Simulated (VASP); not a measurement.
LiF, 2 atoms in the cell. It takes space group Fm-3m (No. 225, cubic). The conventional cell has a = 4.148 Å, b = 4.148 Å, c = 4.148 Å, α = 90.00°, β = 90.00°, γ = 90.00°. Within 2.7 Å of Li (site symmetry m-3m) lie 6 F at 2.07 Å. Within 2.7 Å of F (site symmetry m-3m) lie 6 Li at 2.07 Å. 

| Quantity | Value |
| --- | --- |
| Program | VASP 6.6.1 |
| Task | single point |
| Functional | PBE |
| Potentials or basis | VASP PAW PBE potentials, release 64 (Li_sv, F) |
| Cutoff | 520 eV |
| k mesh | 10 × 10 × 10 |
| Occupations | gaussian, width 0.02 eV |
| Spin | no spin polarisation |
| Dipole correction | no |
| Further INCAR settings | ALGO = Normal; EDIFF = 1e-07; NBANDS = 12 |

Potentials or basis: VASP PAW PBE potentials, release 64 (Li_sv, F).

Launch:

```console
$ cat potpaw_PBE.64/Li_sv/POTCAR potpaw_PBE.64/F/POTCAR > POTCAR
$ mpirun -np 1 vasp_std > vasp.out
```

Hardware: 1 thread of AMD EPYC 9R45 96-Core Processor (Zen 5) (shared host).

How long does it take, and how much memory?

It took 6.8 s on 1 thread of AMD EPYC 9R45 96-Core Processor (Zen 5) (shared host), peak memory 0.1 GiB. Counts: scf iterations 12, k points 47.
